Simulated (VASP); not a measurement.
Runs of VASP 6.6.1 on TaN. The structure is that of space group P-6m2 (No. 187), or close to it. The cells are those of the table. 

```tsv
task	cell	cutoff (eV)	gap on the mesh (eV)	pressure (GPa)
single point	a = 2.818, b = 2.818, c = 2.780 Å, angles 90.0, 90.0, 120.0°, 2 atoms	520	none	42.9
relaxation of cell and atoms	relaxed to 2 GPa from a = 2.907, b = 2.907, c = 2.851 Å, angles 90.0, 90.0, 120.0°, 2 atoms	600	none	2.0
relaxation of cell and atoms	relaxed to 40 GPa from a = 2.907, b = 2.907, c = 2.851 Å, angles 90.0, 90.0, 120.0°, 2 atoms	600	none	40.0
single point	a = 2.902, b = 2.902, c = 2.847 Å, angles 90.0, 90.0, 120.0°, 2 atoms	520	none	(a)
```

Alike in all rows: level LDA; potentials or basis VASP PAW LDA potentials, release 64 (Ta_pv, N); no spin polarisation; k mesh 18 × 18 × 14; smearing fermi-dirac 0.15 eV.

Q: Fill in the values left out.

A: (a) 4.1.

Caveats: spin-orbit coupling is left out, which moves the levels of the heavy elements; the cell stands under pressure (at least some runs); the cell is relaxed towards a set pressure, so the run minimises the enthalpy, not the energy (at least some runs).

A k mesh can miss the band edges, and the runs leave out spin-orbit coupling on Ta.

A gap of «none» marks levels without a gap at the run's occupations.
